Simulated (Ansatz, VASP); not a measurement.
## One calculation of Al, two programs

```
CELL_PARAMETERS angstrom
0.00000 2.06446 2.02398
1.98350 0.00000 2.02398
1.98350 2.06446 0.00000
ATOMIC_POSITIONS crystal
Al 0.00000 0.00000 0.00000
```

Alike in both runs: task single point; functional LDA; k mesh 20 × 20 × 20; occupations gaussian, width 0.15 eV; no spin polarisation.

```csv
,VASP,Ansatz
version,VASP 6.6.1,Ansatz 0.2.0
potentials or method,"VASP PAW LDA potentials, release 64 (Al)","scalar-relativistic, plane waves, PAW"
plane-wave cutoff (eV),520,420
valence electrons in the cell,3,3
```

|  | VASP | Ansatz | Ansatz less VASP |
| --- | --- | --- | --- |
| gap on the k mesh at the Fermi level (eV) | none | none | - |
| pressure (GPa) | -3.5 | -3.5 | -0.05 |
| traceless stress, the component that is largest in VASP (GPa) | -1.12 | -1.12 | -0.004 |

LDA's correlation is that of Perdew and Zunger in VASP and of Perdew and Wang (1992) in Ansatz. A gap of «none» marks a metal or a gap that the smearing closes.
